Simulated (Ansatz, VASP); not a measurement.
Be3Te2S: VASP beside Ansatz

```
CELL_PARAMETERS angstrom
5.72294 -3.29211 0.00000
5.72294 3.29211 0.00000
0.00000 0.00000 6.26201
ATOMIC_POSITIONS crystal
Be 0.86361 0.13639 0.84622
Be 0.13639 0.86361 0.34622
Be 0.16391 0.53687 0.88960
Be 0.83609 0.46313 0.38960
Be 0.53687 0.16391 0.38960
Be 0.46313 0.83609 0.88960
Te 0.16821 0.50607 0.50066
Te 0.83179 0.49393 0.00066
Te 0.50607 0.16821 0.00066
Te 0.49393 0.83179 0.50066
S 0.84520 0.15480 0.49825
S 0.15480 0.84520 0.99825
```

Alike in both runs: task relaxation of cell and atoms; functional PBE; k mesh 4 × 4 × 4; occupations gaussian, width 0.02 eV; no spin polarisation.

```csv
,VASP,Ansatz
version,VASP 6.6.1,Ansatz 0.2.0
potentials or method,"VASP PAW PBE potentials, release 64 (Be, Te, S), cutoff 600 eV","scalar-relativistic, plane waves, PAW"
valence electrons in the cell,48,88
```

```tsv
	VASP	Ansatz	Ansatz less VASP
gap on the k mesh at the Fermi level, each at its own relaxed structure (eV)	2.55	2.56	+0.006
relaxed volume (Å³/atom)	19.69	19.65	-0.033
relaxed length of the cell vector where the two differ most in proportion (Å)	6.273	6.269	-0.0038
```

VASP's potentials hold 48 valence electrons a cell and Ansatz's 88, so a difference there can come from the potentials and not from the codes.

Spin-orbit coupling is off throughout.
